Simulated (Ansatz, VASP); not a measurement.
This is a calculation of AlNi for Ansatz 0.2.0.

input.yaml

```yaml
crystal:
  lattice:
    - [2.881, 0.0, 0.0]
    - [0.0, 2.881, 0.0]
    - [0.0, 0.0, 2.881]
  atoms:
    - { symbol: Ni, position: [0.5, 0.5, 0.5], spin: 1.0 }
    - { symbol: Al, position: [0.0, 0.0, 0.0] }
hamiltonian:
  xc: pbe
  pseudopotentials: { kind: paw }
  dispersion: d3bj
magnetization:
  spin_polarized: true
kpoints:
  mp_grid: { grid: [9, 9, 9] }
scf:
  occupations: { method: fermi_dirac, width: 0.05 }
output:
  forces: true
  stress: true
relax:
  f_tol: 0.01
  max_steps: 40
  cell: { stress_tol: 0.05 }
```

Potentials or basis: Ansatz PAW.

Command:

```bash
$ ansatz run input.yaml --threads 2 --pin off --max-ram 5632MiB --backend cpu --events-out ev --progress --plain --runs-dir out
```

Question: Translate it to VASP 6.6.1. Potentials there: VASP PAW PBE potentials, release 64 (Ni, Al).

Answer: As run (the cutoff follows the program's own potentials):

The input INCAR:

```
ALGO = Normal
EDIFF = 1E-6
EDIFFG = -0.01
ENCUT = 600
GGA = PE
IBRION = 2
ISIF = 3
ISMEAR = -1
ISPIN = 2
IVDW = 12
LASPH = T
LCHARG = F
LMAXMIX = 4
LORBIT = 11
LREAL = F
LWAVE = F
MAGMOM = 1 0
NELM = 150
NSW = 60
PREC = Accurate
SIGMA = 0.05
```

KPOINTS

```
k-points
0
Gamma
  9 9 9
```

Contents of POSCAR:

```
AlNi
1.0
    2.8810000000      0.0000000000      0.0000000000
    0.0000000000      2.8810000000      0.0000000000
    0.0000000000      0.0000000000      2.8810000000
Ni Al
1 1
Direct
    0.5000000000      0.5000000000      0.5000000000
    0.0000000000      0.0000000000      0.0000000000
```

Potentials or basis: VASP PAW PBE potentials, release 64 (Ni, Al).

Launch:

```sh
$ cat potpaw_PBE.64/Ni/POTCAR potpaw_PBE.64/Al/POTCAR > POTCAR
$ mpirun -np 1 vasp_std > vasp.out
```

Both were run:

|  | VASP | Ansatz | Ansatz less VASP |
| --- | --- | --- | --- |
| net moment per atom (μB) | 0.00 | 0.00 | 0.000 |
| relaxed volume (Å³/atom) | 11.65 | 11.66 | +0.007 |
| relaxed cell length with the largest relative difference (Å) | 2.856 | 2.857 | +0.0005 |

VASP's potentials hold 13 valence electrons a cell and Ansatz's 21, so a difference there can come from the potentials and not from the codes.

Noted on Ansatz's run: the plane-wave basis is chosen anew once the cell has moved, so the energies of steps on either side of that aren't comparable.
